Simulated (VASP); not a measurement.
Set up this calculation in VASP 6.6.1, as the native input.

```yaml
Task: single point
Functional: PBE
Potentials_or_basis: VASP PAW PBE potentials, release 64 (Be)
Cutoff: 520 eV
k_mesh: 10 × 10 × 6
Occupations: gaussian, width 0.1 eV
Spin: no spin polarisation
Dipole_correction: no
Further_INCAR_settings: ALGO = Fast; EDIFF = 1e-07; NBANDS = 7
```

The structure of Be lies in POSCAR:

```
Be
1.0
    2.0087305119      0.0000000000      0.0000000000
    0.0000000000      2.0087305119      0.0000000000
    0.0000000000      0.0000000000      2.8171640053
Be
1
Direct
    0.5000000000      0.5000000000      0.0000000000
```

The cell was built from a structure type or drawn by symmetry, and may not be a known phase.

One way to write it, as run:

INCAR

```
SYSTEM = Be
  PREC = Accurate
  ENCUT = 520
  EDIFF = 1E-7
  ISMEAR = 0
  SIGMA = 0.1
  LREAL = .False.
  LASPH = .True.
  NELM = 60
  ALGO = Fast
  ISIF = 2
  LWAVE = .False.
  LCHARG = .False.
  GGA = PE
  NBANDS = 7
```

KPOINTS

```
regular mesh
0
Gamma
  10 10 6
  0 0 0
```

Potentials or basis: VASP PAW PBE potentials, release 64 (Be).

Command:

```sh
$ cat potpaw_PBE.64/Be/POTCAR > POTCAR
$ mpirun -np 1 vasp_std > vasp.out
```

Results of the run:

The pressure is 0.2 GPa and the band gap on the k mesh is zero (bands 1 and 2 overlap by 8.97 eV).

Caveat: the k points lie up to 0.37 Å⁻¹ apart, too coarse for converged energies and pressures of a metal.

It took 14 s on 1 thread of AMD EPYC 7571 (shared host), peak memory 0.08 GiB.
